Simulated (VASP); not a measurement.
A run of VASP 6.6.1 is set up as follows.

The input INCAR:

```
SYSTEM = GeCN2
PREC = Accurate
ENCUT = 520
EDIFF = 1E-6
ISMEAR = 0
SIGMA = 0.05
LREAL = .FALSE.
LASPH = .TRUE.
NELM = 60
ALGO = Normal
ISIF = 2
LWAVE = .FALSE.
LCHARG = .TRUE.
LELF = .TRUE.
LVHAR = .TRUE.
NBANDS = 22
```

The input KPOINTS:

```
Automatic mesh
0
G
  12 12 12
  0 0 0
```

Contents of POSCAR:

```
GeCN2
1.0
    1.8185862389      1.0499612546      4.3599046082
   -1.8185862389      1.0499612546      4.3599046082
    0.0000000000     -2.0999225092      4.3599046082
Ge C N
1 1 2
Direct
    0.0000000000      0.0000000000      0.0000000000
    0.5000000000      0.5000000000      0.5000000000
    0.4155196828      0.4155196828      0.4155196828
    0.5844803172      0.5844803172      0.5844803172
```

Potentials or basis: VASP PAW LDA potentials, release 64 (Ge_d, C, N).

Command:

```console
$ cat potpaw_LDA.64/Ge_d/POTCAR potpaw_LDA.64/C/POTCAR potpaw_LDA.64/N/POTCAR > POTCAR
$ mpirun -np 1 vasp_std > vasp.out
```

**Question.** Estimate the band gap on the k mesh.

**Answer.** Zero (bands 14 and 15 overlap by 0.06 eV).

**Question.** Estimate the largest force.

**Answer.** 15.468 eV/Å.

**Question.** What does it give for the pressure?

**Answer.** 37.2 GPa.

Stress tensor (GPa, compression positive):
```
 -3.42   0.00   0.00
  0.00  -3.42   0.00
  0.00   0.00 118.39
```

Caveat: the cell stands under pressure; forces of over 1 eV/Å act on the atoms, so gaps and moduli don't describe the material at rest.
